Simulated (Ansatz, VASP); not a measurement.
**CsI: VASP beside Ansatz**

```xyz
2
Lattice="4.6268 0.0000 0.0000 0.0000 4.6268 0.0000 0.0000 0.0000 4.6268" Properties=species:S:1:pos:R:3 pbc="T T T"
Cs    0.0000    0.0000    0.0000
I     2.3134    2.3134    2.3134
```

Alike in both runs: task relaxation of cell and atoms; functional r2SCAN; k mesh 6 × 6 × 6; occupations fermi-dirac, width 0.02 eV; no spin polarisation.

|  | VASP | Ansatz |
| --- | --- | --- |
| version | VASP 6.6.1 | Ansatz 0.2.0 |
| potentials or method | VASP PAW PBE potentials, release 64 (Cs_sv, I) | PAW with Ansatz's default frozen-core files, scalar-relativistic |
| plane-wave cutoff (eV) | 550 | 500 |
| valence electrons in the cell | 16 | 26 |

|  | VASP | Ansatz | Ansatz less VASP |
| --- | --- | --- | --- |
| relaxed volume (Å³/atom) | 49.16 | 49.01 | -0.146 |
| relaxed cell length with the largest relative difference (Å) | 4.615 | 4.611 | -0.0046 |

VASP's potentials were made for PBE, not for r2SCAN. VASP's potentials hold 16 valence electrons a cell and Ansatz's 26, so a difference there can come from the potentials and not from the codes.

Spin-orbit coupling is off throughout.
